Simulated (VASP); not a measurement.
Runs of VASP 6.6.1 on MgSc2C2. The structure is that of space group Immm (No. 71), or close to it. The cells are those of the table. 

| task | spin | cell | cutoff (eV) | gap on the mesh (eV) | pressure (GPa) | moment (μB) | largest force (eV/Å) |
| --- | --- | --- | --- | --- | --- | --- | --- |
| single point | collinear, ferromagnetic start | a = 5.072 Å, angles 141.7, 122.4, 71.3°, 5 atoms | 520 | none | 0.3 | (a) | 0.10 |
| relaxation of cell and atoms | off | relaxed from a = 5.077 Å, angles 133.2, 119.5, 79.8°, 5 atoms | 600 | none | -0.1 | - | 0.01 |
| single point | off | a = 5.072 Å, angles 141.7, 122.4, 71.3°, 5 atoms | 520 | none | 0.3 | - | 0.10 |
| single point | off | a = 5.077 Å, angles 133.2, 119.5, 79.8°, 5 atoms | 520 | none | -17.5 | - | 0.91 |
| single point | collinear, ferromagnetic start | a = 5.077 Å, angles 133.2, 119.5, 79.8°, 5 atoms | 520 | none | -17.5 | 0.01 | 0.91 |

Alike in all rows: level PBE; potentials or basis VASP PAW PBE potentials, release 64 (Mg, Sc_sv, C); k mesh 6 × 6 × 6; smearing gaussian 0.1 eV.

Question: Fill in the values left out.

Answer: (a) 0.00.

Caveats: some runs use coarse meshes.

A gap of «none» marks levels without a gap at the run's occupations.
